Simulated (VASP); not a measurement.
Wanted: the native input for a VASP 6.6.1 run.

| Quantity | Value |
| --- | --- |
| Task | relaxation of cell and atoms |
| Functional | PBE |
| Potentials or basis | VASP PAW PBE potentials, release 64 (Ni) |
| Cutoff | 600 eV |
| k mesh | 14 × 14 × 14 |
| Occupations | fermi-dirac, width 0.05 eV |
| Spin | collinear spin, ferromagnetic start |
| Starting moments | [1.0, 1.0] μB |
| Target pressure | -0.94 GPa |
| Dipole correction | no |
| Further INCAR settings | ALGO = Normal; EDIFF = 1e-07; IBRION = 2; EDIFFG = -0.005; NSW = 32; ISIF = 3 |

The structure of Ni lies in POSCAR:

```
Ni
1.0
    0.0000000000      2.5592390274      2.5592390274
    2.5592390274      0.0000000000      2.5592390274
    2.5592390274      2.5592390274      0.0000000000
Ni
2
Direct
   -0.1250000000     -0.1250000000     -0.1250000000
    0.1250000000      0.1250000000      0.1250000000
```

This isn't the form of Ni at room conditions, which is fcc.

One way to write it, as run:

INCAR

```
PREC     = Accurate       # precision mode
ENCUT    = 600            # plane-wave cutoff, eV
EDIFF    = 1E-7           # SCF threshold, eV
ISMEAR   = -1             # smearing method
SIGMA    = 0.05           # smearing width, eV
LREAL    = F              # projectors in reciprocal space
LASPH    = T              # aspherical terms in the spheres
NELM     = 150            # most SCF steps
ALGO     = Normal         # electronic algorithm
ISIF     = 3              # what is computed and relaxed
LWAVE    = F              # write WAVECAR
LCHARG   = F              # write CHGCAR
ISPIN    = 2              # spin polarisation
MAGMOM   = 1 1            # initial moments
LORBIT   = 11             # projections on sites
LMAXMIX  = 4              # l up to which the mixer works
GGA      = PE             # functional
IBRION   = 2              # ionic algorithm
NSW      = 32             # ionic steps
EDIFFG   = -0.005         # ionic threshold
PSTRESS  = -9.399999999999999
```

KPOINTS

```
regular mesh
0
Gamma
  14 14 14
```

Potentials or basis: VASP PAW PBE potentials, release 64 (Ni).

The run is started by

```sh
$ cat potpaw_PBE.64/Ni/POTCAR > POTCAR
$ mpirun -np 1 vasp_std > vasp.out
```

Results of the run:

```json
{
  "Relaxed volume": "16.75 Å³/atom",
  "Relaxed cell": "a = 3.618 Å, b = 3.618 Å, c = 3.618 Å, α = 60.00°, β = 60.00°, γ = 60.00°",
  "Space group after relaxing (to 0.1 Å)": "Fd-3m (No. 227)",
  "Energy change on relaxing (the run minimises the enthalpy)": "-0.1 meV/atom",
  "Ionic steps": "2",
  "Pressure after relaxing": "-0.9 GPa",
  "Net moment": "1.59 μB per cell",
  "Site moments": "Ni +0.80 μB",
  "Valence electrons inside the program's atomic spheres": "Ni 9.20"
}
```

Caveat: the cell is relaxed towards a set pressure, so the run minimises the enthalpy, not the energy.

Run time: 3.6 min on 1 thread of Intel(R) Xeon(R) Platinum 8259CL CPU @ 2.50GHz (Skylake/Cascade Lake), with other jobs on the host, peak memory 0.25 GiB.
